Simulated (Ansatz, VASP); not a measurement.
# One calculation of NbTe, two programs

File INCAR:

```
SYSTEM = NbTe
  ALGO = Normal
  EDIFF = 1E-7
  EDIFFG = -0.01
  ENCUT = 600
  GGA = PE
  IBRION = 2
  ISIF = 3
  ISMEAR = -1
  IVDW = 12
  LASPH = .TRUE.
  LCHARG = .FALSE.
  LREAL = .FALSE.
  LWAVE = .FALSE.
  NELM = 80
  NSW = 60
  PREC = Accurate
  SIGMA = 0.05
```

The input KPOINTS:

```
k-points
0
G
  8 8 7
  0 0 0
```

Contents of POSCAR:

```
NbTe
1.0
    3.7029743866      0.0000000000      0.0000000000
   -1.8514871933      3.2068698884      0.0000000000
    0.0000000000      0.0000000000      3.6942110000
Te Nb
1 1
Direct
    0.6666666667      0.3333333333      0.0000000000
    0.0000000000      0.0000000000      0.5000000000
```

The input input.yaml:

```yaml
crystal:
  lattice:
    - [3.7029743866, 0.0, 0.0]
    - [-1.8514871933, 3.2068698884, 0.0]
    - [0.0, 0.0, 3.694211]
  atoms:
    - { symbol: Te, position: [0.6666666667, 0.3333333333, 0.0] }
    - { symbol: Nb, position: [0.0, 0.0, 0.5] }
hamiltonian:
  xc: pbe
  pseudopotentials: { kind: paw }
  dispersion: d3bj
kpoints:
  mp_grid: { grid: [8, 8, 7] }
scf:
  occupations: { method: fermi_dirac, width: 0.05 }
output:
  forces: true
  stress: true
  eigenvalues: true
relax:
  f_tol: 0.01
  max_steps: 40
  cell: { stress_tol: 0.05 }
```

Alike in both runs: task relaxation of cell and atoms; functional PBE; dispersion D3(BJ); k mesh 8 × 8 × 7; occupations fermi-dirac, width 0.05 eV; no spin polarisation.

|  | VASP | Ansatz |
| --- | --- | --- |
| version | VASP 6.6.1 | Ansatz 0.2.0 |
| potentials or method | VASP PAW PBE potentials, release 64 (Te, Nb_sv) | Ansatz PAW |
| plane-wave cutoff (eV) | 600 | 420 |
| valence electrons in the cell | 19 | 29 |

Ansatz gave:

- gap on the k mesh at the Fermi level, each at its own relaxed structure (eV): none
- relaxed volume (Å³/atom): 20.90
- relaxed cell length with the largest relative difference (Å): 3.686

Question: Estimate VASP's values.

Answer: gap on the k mesh at the Fermi level, each at its own relaxed structure (eV): none; relaxed volume (Å³/atom): 20.85; relaxed cell length with the largest relative difference (Å): 3.683.

A gap of «none» marks a metal or a gap that the smearing closes. VASP's potentials hold 19 valence electrons a cell and Ansatz's 29, so a difference there can come from the potentials and not from the codes.

Spin-orbit coupling is off throughout. Noted on Ansatz's run: the plane-wave basis is chosen anew once the cell has moved, so the energies of steps on either side of that aren't comparable.
